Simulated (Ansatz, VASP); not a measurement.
**Two plane-wave programs on Zr2TeSe**

```
Zr Te Se
1.0
     3.65984    0.00000    0.00000
    -1.82992    3.16951    0.00000
     0.00000    0.00000    7.73193
Zr Te Se
2 1 1
Direct
  0.33333 0.66667 0.77011
  0.66667 0.33333 0.22989
  0.00000 0.00000 0.50000
  0.00000 0.00000 0.00000
```

Alike in both runs: functional PBE; k mesh 6 × 6 × 4; occupations gaussian, width 0.1 eV; no spin polarisation.

Ansatz relaxed the structure, and its values are those at the end. VASP's run is a single point on that final structure, the one shown.

|  | VASP | Ansatz |
| --- | --- | --- |
| version | VASP 6.6.1 | Ansatz 0.2.0 |
| potentials or method | VASP PAW PBE potentials, release 64 (Zr_sv, Te, Se), cutoff 520 eV | scalar-relativistic, plane waves, PAW |
| valence electrons in the cell | 36 | 56 |

|  | VASP | Ansatz | Ansatz less VASP |
| --- | --- | --- | --- |
| gap on the k mesh at the Fermi level (eV) | none | none | - |
| pressure (GPa) | 0.1 | 0.0 | -0.07 |

A gap of «none» marks a metal or a gap that the smearing closes. VASP's potentials hold 36 valence electrons a cell and Ansatz's 56, so a difference there can come from the potentials and not from the codes.

Neither program's run includes spin-orbit coupling.
